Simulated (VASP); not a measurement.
# TiAl3 (P1) in VASP: relaxation of cell and atoms with r2SCAN

Aim: the relaxation of cell and atoms of TiAl3 with r2SCAN.

All numbers are computed with VASP 6.6.1; they aren't measurements. Logs are shortened: lines on timing, memory, paths and dates and some standing lists are left out, and cuts for length are marked.

## 1. The cell of the first run

The typed cell holds 8 atoms: a = 3.956 Å, b = 3.956 Å, c = 7.911 Å, α = 90.00°, β = 90.00°, γ = 90.00°.

## 2. Relaxation of cell and atoms, r2SCAN

POSCAR

```
TiAl3
1.0
    3.9556712500      0.0000000000      0.0000000000
    0.0000000000      3.9556712500      0.0000000000
    0.0000000000      0.0000000000      7.9113425000
Ti Al
2 6
Direct
   -0.0082252600      0.0249618996     -0.0259348305
    0.0082252600     -0.0249618996      0.5259348305
    0.5177727911      0.4933137627      0.0181925234
    0.4822272089      0.5066862373      0.4818074766
    0.4449632270      0.0052348240      0.2440782864
    0.5550367730     -0.0052348240      0.7559217136
    0.0252177572      0.5092129390      0.2439538692
   -0.0252177572      0.4907870610      0.7560461308
```

INCAR.step1

```
  PREC = Accurate
  ENCUT = 600
  ISMEAR = 0
  SIGMA = 0.15
  LREAL = False
  LASPH = True
  NELM = 80
  GGA = PE
  ALGO = Normal
  EDIFF = 1E-4
  LWAVE = True
  LCHARG = False
  KPAR = 4
```

INCAR.step2

```
  PREC = Accurate
  ENCUT = 600
  EDIFF = 1E-6
  ISMEAR = 0
  SIGMA = 0.15
  LREAL = False
  LASPH = True
  NELM = 80
  ALGO = Normal
  ISIF = 3
  LWAVE = False
  LCHARG = False
  METAGGA = R2SCAN
  LMIXTAU = True
  IBRION = 2
  NSW = 100
  EDIFFG = -0.01
  ISTART = 1
  KPAR = 4
```

KPOINTS

```
Automatic mesh
0
Gamma
  8 8 4
```

Potentials or basis: VASP PAW PBE potentials, release 64 (Ti_sv, Al).

Command:

```bash
cat potpaw_PBE.64/Ti_sv/POTCAR potpaw_PBE.64/Al/POTCAR > POTCAR
cp INCAR.step1 INCAR
mpirun -np 4 vasp_std > vasp.out
cp INCAR.step2 INCAR
mpirun -np 4 vasp_std > vasp.out
```

OUTCAR:

```text
PREC = Accurate
   ENCUT = 600
   EDIFF = 1E-6
   ISMEAR = 0
   LREAL = False
   LASPH = True
   NELM = 80
   ISIF = 3
   METAGGA = R2SCAN
   IBRION = 2
   NSW = 100
   EDIFFG = -0.01
   ISTART = 1

 ion  position               nearest neighbor table
   1  0.992  0.025  0.974-   6 2.44   8 2.52   3 2.66   8 2.73   5 2.79   3 2.81   6 2.82   3 2.84
                             7 2.87   7 2.96   3 2.98   5 3.04
   2  0.008  0.975  0.526-   6 2.56   8 2.65   4 2.66   8 2.74   4 2.81   5 2.82   6 2.83   4 2.84
                             7 2.89   4 2.98   7 3.07
   3  0.518  0.493  0.018-   7 2.64   5 2.65   1 2.66   7 2.69   5 2.72   8 2.75   1 2.81   1 2.84
                             6 2.87   6 2.87   1 2.98   8 2.99
   4  0.482  0.507  0.482-   7 2.61   2 2.66   5 2.73   5 2.74   2 2.81   2 2.84   7 2.86   8 2.92
                             6 2.92   8 2.96   2 2.98   6 2.98
   5  0.445  0.005  0.244-   7 2.57   7 2.59   3 2.65   3 2.72   4 2.73   4 2.74   1 2.79   2 2.82
                             7 3.02   7 3.04   1 3.04
   6  0.555  0.995  0.756-   1 2.44   2 2.56   8 2.57   8 2.59   1 2.82   2 2.83   3 2.87   3 2.87
                             4 2.92   4 2.98   8 3.02   8 3.04
   7  0.025  0.509  0.244-   5 2.57   5 2.59   4 2.61   3 2.64   3 2.69   4 2.86   1 2.87   2 2.89
                             1 2.96   5 3.02   5 3.04   2 3.07
   8  0.975  0.491  0.756-   1 2.52   6 2.57   6 2.59   2 2.65   1 2.73   2 2.74   3 2.75   4 2.92
                             4 2.96   3 2.99   6 3.02   6 3.04

  LATTYP: Found a simple tetragonal cell.
 ALAT       =     3.9556712500
 C/A-ratio  =     2.0000000000

  Lattice vectors:

 A1 = (   3.9556712500,   0.0000000000,   0.0000000000)
 A2 = (   0.0000000000,   3.9556712500,   0.0000000000)
 A3 = (   0.0000000000,   0.0000000000,   7.9113425000)

Analysis of symmetry for initial positions (statically):
=====================================================================
 Subroutine PRICEL returns:
 Original cell was already a primitive cell.

 Routine SETGRP: Setting up the symmetry group for a
 simple tetragonal supercell.

 Subroutine GETGRP returns: Found  1 space group operations
 (whereof  1 operations were pure point group operations)
 out of a pool of 16 trial point group operations.

The static configuration has the point symmetry C_1 .

Analysis of symmetry for dynamics (positions and initial velocities):
=====================================================================
 Subroutine PRICEL returns:
 Original cell was already a primitive cell.

 Routine SETGRP: Setting up the symmetry group for a
 simple tetragonal supercell.

 Subroutine GETGRP returns: Found  1 space group operations
 (whereof  1 operations were pure point group operations)
 out of a pool of 16 trial point group operations.

The dynamic configuration has the point symmetry C_1 .

 Subroutine INISYM returns: Found  1 space group operations
 (whereof  1 operations are pure point group operations),
 and found     1 'primitive' translations

----------------------------------------------------------------------------------------

                                     Primitive cell

  volume of cell :     123.7914

  direct lattice vectors                    reciprocal lattice vectors
     3.955671250  0.000000000  0.000000000     0.252801595  0.000000000  0.000000000
     0.000000000  3.955671250  0.000000000     0.000000000  0.252801595  0.000000000
     0.000000000  0.000000000  7.911342500     0.000000000  0.000000000  0.126400797

  length of vectors
     3.955671250  3.955671250  7.911342500     0.252801595  0.252801595  0.126400797

  position of ions in fractional coordinates (direct lattice)
     0.991774740  0.024961900  0.974065170
     0.008225260  0.975038100  0.525934830
     0.517772791  0.493313763  0.018192523
     0.482227209  0.506686237  0.481807477
     0.444963227  0.005234824  0.244078286
     0.555036773  0.994765176  0.755921714
     0.025217757  0.509212939  0.243953869
     0.974782243  0.490787061  0.756046131

  ion indices of the primitive-cell ions
   primitive index   ion index
                 1           1
                 2           2
                 3           3
[... 24 lines left out ...]
  Shift w.r.t. Gamma in fractional coordinates (k-lattice)
     0.000000000  0.000000000  0.000000000

 Subroutine IBZKPT returns following result:
 ===========================================

 Found    132 irreducible k-points:

 Following reciprocal coordinates:
            Coordinates               Weight
  0.000000  0.000000  0.000000      1.000000
  0.125000  0.000000  0.000000      2.000000
  0.000000  0.125000  0.000000      2.000000
  0.250000  0.000000  0.000000      2.000000
  0.000000  0.250000  0.000000      2.000000
  0.375000  0.000000  0.000000      2.000000
[... 16 lines left out ...]
 -0.250000  0.250000  0.000000      2.000000
  0.375000  0.250000  0.000000      2.000000
 [... further k-points ...]
   k-points           NKPTS =    132   k-points in BZ     NKDIM =    132   number of bands    NBANDS=     26
   number of dos      NEDOS =    301   number of ions     NIONS =      8
   total plane-waves  NPLWV =  65536
   dimension x,y,z NGX =    32 NGY =   32 NGZ =   64
   dimension x,y,z NGXF=    64 NGYF=   64 NGZF=  128
   ions per type =               2   6
   NGX,Y,Z   is equivalent  to a cutoff of  13.45, 13.45, 13.45 a.u.
   NGXF,Y,Z  is equivalent  to a cutoff of  26.90, 26.90, 26.90 a.u.
 SYSTEM =  unknown system
   PREC   = accura    normal or accurate (medium, high low for compatibility)
   ISTART =      1    job   : 0-new  1-cont  2-samecut
   ICHARG =      0    charge: 1-file 2-atom 10-const
   ISPIN  =      1    spin polarized calculation?
   LNONCOLLINEAR =      F non collinear calculations
   LSORBIT =      F    spin-orbit coupling
   LASPH  =      T    aspherical Exc in radial PAW
   ENCUT  =  600.0 eV  44.10 Ry    6.64 a.u.   7.90  7.90 15.80*2*pi/ulx,y,z
   NELM   =     80;   NELMIN=  2; NELMDL=  0     # of ELM steps
   EDIFF  = 0.1E-05   stopping-criterion for ELM
   LREAL  =      F    real-space projection
   EDIFFG = -.1E-01   stopping-criterion for IOM
   NSW    =    100    number of steps for IOM
   IBRION =      2    ionic relax: 0-MD 1-quasi-New 2-CG
   NFREE  =      1    steps in history (QN), initial steepest desc. (CG)
   ISIF   =      3    stress and relaxation
   ISYM   =      2    0-nonsym 1-usesym 2-fastsym
   POTIM  = 0.5000    time-step for ionic-motion
   TEBEG  =    0.0;   TEEND  =   0.0 temperature during run
   PSTRESS=    0.0 pullay stress
   NELECT =      42.0000    total number of electrons
   NUPDOWN=      -1.0000    fix difference up-down
   EMIN   =  10.00;   EMAX   =-10.00  energy-range for DOS
   EFERMI =   0.00;   METHOD = LEGACY
   ISMEAR =     0;   SIGMA  =   0.15  broadening in eV -4-tet -1-fermi 0-gaus
   EFERMI_NEDOS =   21; number of points for ismear=-14 and -15
   IALGO  =     38    algorithm
   IMIX   =      4    mixing-type and parameters
     AMIX     =   0.40;   BMIX     =  1.00
     AMIX_MAG =   1.60;   BMIX_MAG =  1.00
  volume/ion in A,a.u.               =      15.47       104.42
  Fermi-wavevector in a.u.,A,eV,Ry     =   1.141811  2.157711 17.738371  1.303733
  Thomas-Fermi vector in A             =   2.278511
   LORBIT       =      0    0 simple, 1 ext, 2 COOP (PROOUT), +10 PAW based schemes
   METAGGA = R2SCAN    functional components
   LHFCALC =     F    Hartree Fock is set to
   AEXX    =    0.0000 exact exchange contribution
   IVDW    =     0    specifies the selected vdW correction
   LEPSILON=     F    determine dielectric tensor
   LRPA    =     F    only Hartree local field effects (RPA)
 conjugate gradient relaxation of ions
 non-spin polarized calculation
 Gauss-broadening in eV      SIGMA  =   0.15
  energy-cutoff  :      600.00
  volume of cell :      123.79
 maximum number of plane-waves:      4191
   NGX = 15   NGY = 15   NGZ = 31

--------------------------------------- Ionic step        1  -------------------------------------------

 number of electron      42.0000005 magnetization

 Free energy of the ion-electron system (eV)
  ---------------------------------------------------
  ext. energy  EPLUGINS =         0.00000000
  ---------------------------------------------------
  free energy    TOTEN  =       -68.37395399 eV

  energy without entropy =      -68.32785232  energy(sigma->0) =      -68.35090315

------------------------ aborting loop because EDIFF is reached ----------------------------------------

  FORCE on cell =-STRESS in cart. coord.  units (eV):
  Direction    XX          YY          ZZ          XY          YZ          ZX
  --------------------------------------------------------------------------------------
  -------------------------------------------------------------------------------------
  Total        2.6292633      3.1882598      4.3625666     -0.2780197     -0.9440940      0.7015614
  in kB       34.0293841     41.2642272     56.4627573     -3.5982858    -12.2189883      9.0799964
  external PRESSURE =      43.9187895 kB  Pullay stress =       0.0000000 kB
[... 107 lines left out ...]
  FREE ENERGIE OF THE ION-ELECTRON SYSTEM (eV)
  ---------------------------------------------------
  free  energy   TOTEN  =       -69.2282905644 eV

  energy  without entropy=      -69.1774851734  energy(sigma->0) =      -69.20288787

[... ionic steps 4 to 13 ...]

--------------------------------------- Ionic step       14  -------------------------------------------

 number of electron      41.9999987 magnetization

------------------------ aborting loop because EDIFF is reached ----------------------------------------
[... 79 lines left out ...]
--------------------------------------- Ionic step       16  -------------------------------------------

 number of electron      41.9999987 magnetization

 Free energy of the ion-electron system (eV)
  ---------------------------------------------------
  ext. energy  EPLUGINS =         0.00000000
  ---------------------------------------------------
  free energy    TOTEN  =       -69.66203850 eV

  energy without entropy =      -69.60971498  energy(sigma->0) =      -69.63587674

 E-fermi :   9.1456     XC(G=0): -11.5916

 val. band max:        9.1423099466   @ k =   0.1250   0.1250   0.0000
 cond. band min:       9.1530383466   @ k =  -0.1250   0.3750   0.0000
 fundamental gap:      0.0107283999
 Fermi energy:         9.1455714630

 k-point     1 :       0.0000    0.0000    0.0000
  band No.  band energies     occupation
      1     -50.1812      2.00000
      2     -50.1803      2.00000
      3     -25.4695      2.00000
      4     -25.4474      2.00000
      5     -25.4472      2.00000
      6     -25.4471      2.00000
[... 685 lines left out ...]
     25      10.5942      0.00000
     26      10.6960      0.00000

 [... further k-points ...]

------------------------ aborting loop because EDIFF is reached ----------------------------------------

  FORCE on cell =-STRESS in cart. coord.  units (eV):
  Direction    XX          YY          ZZ          XY          YZ          ZX
  --------------------------------------------------------------------------------------
  -------------------------------------------------------------------------------------
  Total       -0.0335726     -0.0298764     -0.0477816      0.0098993      0.0167454     -0.0038009
  in kB       -0.4345668     -0.3867231     -0.6184901      0.1281369      0.2167545     -0.0491987
  external PRESSURE =      -0.4799267 kB  Pullay stress =       0.0000000 kB
[... 23 lines left out ...]
  FREE ENERGIE OF THE ION-ELECTRON SYSTEM (eV)
  ---------------------------------------------------
  free  energy   TOTEN  =       -69.6620384973 eV

  energy  without entropy=      -69.6097149804  energy(sigma->0) =      -69.63587674

 reached required accuracy - stopping structural energy minimisation
```

Run time: 34 min. Hardware: 4 MPI ranks of Intel Xeon 6975P-C (Granite Rapids), shared host; peak memory 0.6 GiB.

What came out:

| Item | Value |
| --- | --- |
| Free energy | -69.6620 eV |
| Relaxed volume | 15.47 Å³/atom |
| Relaxed cell | a = 3.955 Å, b = 3.955 Å, c = 7.912 Å, α = 90.01°, β = 90.00°, γ = 90.01° |
| Space group after relaxing (to 0.1 Å) | Pm-3m (No. 221) |
| Energy gained by relaxing | 161.0 meV/atom |
| Ionic steps | 16 |
| Pressure after relaxing | 0.0 GPa |
| Largest force after relaxing | 0.006 eV/Å |
| Band gap on the k mesh | zero (bands 21 and 22 overlap by 3.19 eV) |

Forces in eV/Å, atoms in the order of the input:
```
Ti  -0.003  0.003 -0.003
Ti   0.002 -0.004  0.004
Al   0.003 -0.002  0.003
Al  -0.002  0.002 -0.003
Al   0.002 -0.002  0.001
Al  -0.004  0.002 -0.002
Al   0.003 -0.001  0.002
Al  -0.001  0.001 -0.002
```

Step by step:
```tsv
step	energy change (eV)	largest force (eV/Å)	pressure (GPa)	volume (Å³)
1	0.0000	2.9547	4.39	123.79
2	-0.8458	0.9053	-5.19	131.54
3	-0.8543	0.8499	-5.96	132.45
4	-1.1843	0.6045	0.69	123.37
5	-1.1858	0.5846	1.28	122.74
6	-1.2587	0.2857	0.65	123.14
7	-1.2698	0.3079	0.40	123.37
8	-1.2829	0.1538	-0.42	124.19
9	-1.2840	0.0943	-0.73	124.53
10	-1.2866	0.0573	0.40	123.30
11	-1.2872	0.0461	0.08	123.66
12	-1.2872	0.0466	0.06	123.67
13	-1.2877	0.0314	0.03	123.69
14	-1.2879	0.0317	0.01	123.71
15	-1.2881	0.0147	-0.02	123.75
16	-1.2881	0.0060	-0.05	123.78
```

Final structure:
```yaml
crystal:
  lattice:
    - [3.95540, -0.00030, 0.00021]
    - [-0.00031, 3.95527, -0.00066]
    - [0.00004, -0.00074, 7.91174]
  atoms:
    - { symbol: Ti, position: [0.00005, 0.99991, 0.00007] }
    - { symbol: Ti, position: [0.99998, 0.00010, 0.49993] }
    - { symbol: Al, position: [0.49993, 0.50003, 0.99993] }
    - { symbol: Al, position: [0.50005, 0.49997, 0.50007] }
    - { symbol: Al, position: [0.49986, 0.00010, 0.24998] }
    - { symbol: Al, position: [0.50018, 0.99990, 0.75003] }
    - { symbol: Al, position: [0.99983, 0.50007, 0.24997] }
    - { symbol: Al, position: [0.00012, 0.49992, 0.75003] }
```

Caveat: the PAW data sets were made with another functional, which shifts forces and pressure a little.
